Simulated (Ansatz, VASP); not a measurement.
**MgRh in VASP and in Ansatz**

```
Mg Rh
1.0
     3.09920    0.00000    0.00000
     0.00000    3.09920    0.00000
     0.00000    0.00000    3.09920
Mg Rh
1 1
Direct
  0.00000 0.00000 0.00000
  0.50000 0.50000 0.50000
```

Alike in both runs: task single point; functional LDA; k mesh 10 × 10 × 10; occupations fermi-dirac, width 0.0272 eV; no spin polarisation.

|  | VASP | Ansatz |
| --- | --- | --- |
| version | VASP 6.6.1 | Ansatz 0.2.0 |
| potentials or method | VASP PAW LDA potentials, release 64 (Mg, Rh_pv), cutoff 600 eV | all-electron LAPW, scalar-relativistic |

VASP gave:

* pressure (GPa): -6.7

Q: What did Ansatz give for the same quantities?

A: Pressure (GPa): -6.2.

LDA's correlation is that of Perdew and Zunger in VASP and of Perdew and Wang (1992) in Ansatz. Ansatz ran all-electron here, and VASP with PAW potentials. Ansatz's warnings: optics on partly filled bands.
